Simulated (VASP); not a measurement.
Pb, 1 atom in the cell. It takes space group Im-3m (No. 229, cubic). The conventional cell has a = 3.999 Å, b = 3.999 Å, c = 3.999 Å, α = 90.00°, β = 90.00°, γ = 90.00°. Pb (site symmetry m-3m) has 14 Pb at 3.46 to 4.00 Å within 4.6 Å.  This cell differs from its parent crystal: volume scaled by 1.03.

* Program: VASP 6.6.1
* Task: electric field gradients
* Functional: PBEsol
* Potentials or basis: VASP PAW PBE potentials, release 64 (Pb_d)
* Cutoff: 520 eV
* k mesh: 13 × 13 × 13
* Occupations: fermi-dirac, width 0.08 eV
* Spin: no spin polarisation
* Dipole correction: no
* Further INCAR settings: ALGO = Normal; EDIFF = 1e-08; NBANDS = 13

Potentials or basis: VASP PAW PBE potentials, release 64 (Pb_d).

Launch:

```bash
$ cat potpaw_PBE.64/Pb_d/POTCAR > POTCAR
$ mpirun -np 1 vasp_std > vasp.out
```

Hardware: 1 thread of Intel(R) Xeon(R) Platinum 8488C (Sapphire Rapids), with other jobs on the host.

Estimate the wall time of this run.

It took 20 s on 1 thread of Intel(R) Xeon(R) Platinum 8488C (Sapphire Rapids) (shared host), peak memory 0.17 GiB. Counts: scf iterations 13, k points 84.
